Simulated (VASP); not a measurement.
Runs of VASP 6.6.1 on CuF. It takes space group Pm-3m (No. 221, cubic). The conventional cell has a = 2.738 Å, b = 2.738 Å, c = 2.738 Å, α = 90.00°, β = 90.00°, γ = 90.00°. Within 3.1 Å of Cu (site symmetry m-3m) lie 8 F at 2.37 Å and 6 Cu at 2.74 Å. Within 3.1 Å of F (site symmetry m-3m) lie 8 Cu at 2.37 Å and 6 F at 2.74 Å. 

```csv
level,potentials or basis,k mesh,cutoff (eV),smearing,grid for exact exchange (PRECFOCK),share of exact exchange,second run,gap on the mesh (eV),pressure (GPa)
PBE-based global hybrid,"VASP PAW PBE potentials, release 64 (Cu_sv_GW, F)",4 × 4 × 4,610,fermi-dirac 0.02 eV,Normal,0.3,valence_matched,1.60,(b)
PBE-based global hybrid,"VASP PAW PBE potentials, release 64 (Cu, F)",4 × 4 × 4,520,fermi-dirac 0.02 eV,Normal,0.3,-,1.47,1.8
PBE,"VASP PAW PBE potentials, release 64 (Cu, F)",6 × 6 × 6,600,gaussian 0.05 eV,-,-,-,none,6.4
PBE,"VASP PAW PBE potentials, release 64 (Cu, F)",6 × 6 × 6,600,fermi-dirac 0.02 eV,-,-,-,none,6.4
PBE,"VASP PAW PBE potentials, release 64 (Cu, F)",6 × 6 × 6,520,gaussian 0.001 eV,-,-,-,none,(a)
```

Alike in all rows: task single point; no spin polarisation; cell as given.

Task: Estimate the missing entries.

Result: (a) 6.5; (b) -1.8.

Caveats: all runs use coarse meshes; semilocal functionals often make such compounds metallic where correlation or magnetic order opens a gap, which also shifts bond lengths (some runs); the PAW data sets were made with another functional, which shifts forces and pressure a little (some runs).

A k mesh can miss the band edges.

A gap of «none» marks levels without a gap at the run's occupations.

The runs don't all hold the same shells in valence.
